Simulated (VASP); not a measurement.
A run of VASP 6.6.1 is set up as follows.

Contents of INCAR:

```
SYSTEM = ZrH2
PREC = Accurate
ENCUT = 520
EDIFF = 1E-6
ISMEAR = -1
SIGMA = 0.02
LREAL = .False.
LASPH = .True.
NELM = 80
ALGO = Normal
ISIF = 2
LWAVE = .False.
LCHARG = .False.
GGA = PS
NBANDS = 14
```

Contents of KPOINTS:

```
regular mesh
0
Gamma
  10 10 10
  0 0 0
```

POSCAR

```
ZrH2
1.0
    0.0000000000      2.3600433428      2.3600433428
    2.3600433428      0.0000000000      2.3600433428
    2.3600433428      2.3600433428      0.0000000000
Zr H
1 2
Direct
    0.0000000000      0.0000000000      0.0000000000
    0.7500000000      0.7500000000      0.7500000000
    0.2500000000      0.2500000000      0.2500000000
```

Potentials or basis: VASP PAW PBE potentials, release 64 (Zr_sv, H).

The run is started by

```sh
$ cat potpaw_PBE.64/Zr_sv/POTCAR potpaw_PBE.64/H/POTCAR > POTCAR
$ mpirun -np 1 vasp_std > vasp.out
```

Task: Estimate the band gap on the k mesh.

Result: Zero (band 7 reaches 9.36 eV, above the bottom of band 8 at 8.54 eV).

Task: Estimate the pressure.

Result: 4.1 GPa.

Caveat: the PAW data sets were made with another functional, which shifts forces and pressure a little.
